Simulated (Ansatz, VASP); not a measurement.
**Co in VASP and in Ansatz**

```xyz
2
Lattice="2.4921 0.0000 0.0000 -1.2461 2.1583 0.0000 0.0000 0.0000 4.0337" Properties=species:S:1:pos:R:3 pbc="T T T"
Co    1.2461    0.7194    1.0084
Co    0.0000    1.4388    3.0253
```

Alike in both runs: task single point; functional PBE; k mesh 24 × 24 × 14; occupations gaussian, width 0.1 eV; collinear spin.

|  | VASP | Ansatz |
| --- | --- | --- |
| version | VASP 6.6.1 | Ansatz 0.2.0 |
| potentials or method | VASP PAW PBE potentials, release 64 (Co), cutoff 520 eV | scalar-relativistic, plane waves, PAW |
| valence electrons in the cell | 18 | 34 |

|  | VASP | Ansatz | Ansatz less VASP |
| --- | --- | --- | --- |
| gap on the k mesh at the Fermi level (eV) | none | none | - |
| pressure (GPa) | -0.4 | 0.3 | +0.74 |
| traceless stress, the component that is largest in VASP (GPa) | -0.37 | -0.30 | +0.070 |
| net moment per atom (μB) | 1.61 | 1.62 | +0.006 |
| size of the moment on the site where the two differ most (μB) | 1.63 | 1.69 | +0.062 |

Site moments also hang on the region over which each program counts them. A gap of «none» marks a metal or a gap that the smearing closes. VASP's potentials hold 18 valence electrons a cell and Ansatz's 34, so a difference there can come from the potentials and not from the codes.
